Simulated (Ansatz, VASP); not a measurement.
**TiSi2 in VASP and in Ansatz**

```
Ti Si
1.0
     1.71495   -6.96281    0.00000
     1.71495    6.96281    0.00000
     0.00000    0.00000    3.46055
Ti Si
2 4
Direct
  0.89681 0.10319 0.75000
  0.10319 0.89681 0.25000
  0.55914 0.44086 0.75000
  0.44086 0.55914 0.25000
  0.24983 0.75017 0.75000
  0.75017 0.24983 0.25000
```

Change from the starting cell: volume 13.774 Å^3 an atom, stretch along b over the lengths across it, relative to the relaxed cell 1.0620.

Alike in both runs: task single point; functional PBE; k mesh 12 × 12 × 12; occupations gaussian, width 0.15 eV; no spin polarisation.

```csv
,VASP,Ansatz
version,VASP 6.6.1,Ansatz 0.2.0
potentials or method,"VASP PAW PBE potentials, release 64 (Ti_sv, Si), cutoff 520 eV","scalar-relativistic, plane waves, PAW"
valence electrons in the cell,40,40
```

```csv
,VASP,Ansatz,Ansatz less VASP
gap on the k mesh at the Fermi level (eV),none,none,-
pressure (GPa),8.0,8.1,+0.01
"traceless stress, the component that is largest in VASP (GPa)",-10.21,-10.20,+0.010
rms of the force components (eV/Å),0.149,0.147,-0.0019
```

Atom by atom the forces differ by 0.003 eV/Å (rms over components). A gap of «none» marks a metal or a gap that the smearing closes. With one functional, cell and mesh, what is left measures potentials, basis and numerics.
